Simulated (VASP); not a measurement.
Here is a VASP 6.6.1 calculation.

INCAR

```
SYSTEM = Al
PREC = Accurate ; ENCUT = 520
EDIFF = 1E-7 ; ISMEAR = 0
SIGMA = 0.1 ; LREAL = .FALSE.
LASPH = .TRUE. ; NELM = 80
ALGO = Normal ; ISIF = 2
LWAVE = .FALSE. ; LCHARG = .FALSE.
LDIPOL = .TRUE. ; IDIPOL = 3
DIPOL = 0.5 0.5 0.331 ; GGA = PE
NBANDS = 32
```

KPOINTS

```
regular mesh
0
G
  6 6 1
  0 0 0
```

POSCAR

```
Al
1.0
    5.7143028096      0.0000000000      0.0000000000
   -2.8571514048      4.9487313980      0.0000000000
    0.0000000000      0.0000000000     20.1016424764
Al
13
Direct
    0.3333333333      0.1666666667      0.1989887147
    0.3333333333      0.6666666667      0.1989887147
    0.8333333333      0.1666666667      0.1989887147
    0.8333333333      0.6666666667      0.1989887147
    0.1666666667      0.3333333333      0.3134533099
    0.1666666667      0.8333333333      0.3134533099
    0.6666666667      0.3333333333      0.3134533099
    0.6666666667      0.8333333333      0.3134533099
    0.0000000000      0.0000000000      0.4279074452
    0.0000000000      0.5000000000      0.4279074452
    0.5000000000      0.0000000000      0.4279074452
    0.5000000000      0.5000000000      0.4279074452
    0.0833333333      0.3333333333      0.5392502726
```

Potentials or basis: VASP PAW PBE potentials, release 64 (Al).

Run with:

```bash
$ cat potpaw_PBE.64/Al/POTCAR > POTCAR
$ mpirun -np 1 vasp_std > vasp.out
```

(1) What does it give for the band gap on the k mesh?

(2) Predict the largest force.

Results:

(1) zero (an odd number of electrons rules out a gap without spin polarisation).

(2) 0.691 eV/Å.
